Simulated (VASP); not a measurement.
## ZrH2: relaxation of the atoms with PBEsol

ZrH2:

```
CELL_PARAMETERS angstrom
0.00000 2.40923 2.40923
2.40923 0.00000 2.40923
2.40923 2.40923 0.00000
ATOMIC_POSITIONS crystal
Zr 0.00000 0.00000 0.00000
H 0.75000 0.75000 0.75000
H 0.25000 0.25000 0.25000
```

| Property | Result |
| --- | --- |
| Program | VASP 6.6.1 |
| Task | relaxation of the atoms |
| Functional | PBEsol |
| Potentials or basis | VASP PAW PBE potentials, release 64 (Zr_sv, H) |
| Cutoff | 450 eV |
| k mesh | 6 × 6 × 6 |
| Occupations | fermi-dirac, width 0.05 eV |
| Spin | no spin polarisation |
| Dipole correction | no |
| Further INCAR settings | ALGO = Normal; EDIFF = 1e-07; IBRION = 2; EDIFFG = -0.05; NSW = 50 |

```
Pressure after relaxing : -4.8 GPa
Band gap on the k mesh  : zero (bands 7 and 8 overlap by 0.58 eV)
```

Final structure:
```
Zr H
1.0
     0.00000    2.40923    2.40923
     2.40923    0.00000    2.40923
     2.40923    2.40923    0.00000
Zr H
1 2
Direct
  0.00000 0.00000 0.00000
  0.75000 0.75000 0.75000
  0.25000 0.25000 0.25000
```

Levels at points of the mesh, in eV from the Fermi level:
| k point | band 5 | band 6 | band 7 | band 8 | band 9 | band 10 |
| --- | --- | --- | --- | --- | --- | --- |
| (0.00, 0.00, 0.00) | -9.56 | -1.22 | -0.31 | -0.31 | -0.31 | 2.27 |
| (0.50, 0.00, 0.00) | -7.35 | -4.41 | -0.18 | -0.18 | 3.62 | 3.62 |
| (0.50, 0.50, 0.00) | -6.47 | -4.50 | -3.33 | 3.80 | 3.86 | 3.86 |

It took 15 s on 1 thread of Intel Xeon 8259CL, on a shared host, peak memory 0.13 GiB.

Caveat: the k points lie up to 0.38 Å⁻¹ apart, too coarse for converged energies and pressures of a metal; the relaxation stopped at its first step, so nothing moved; the PAW data sets were made with another functional, which shifts forces and pressure a little.
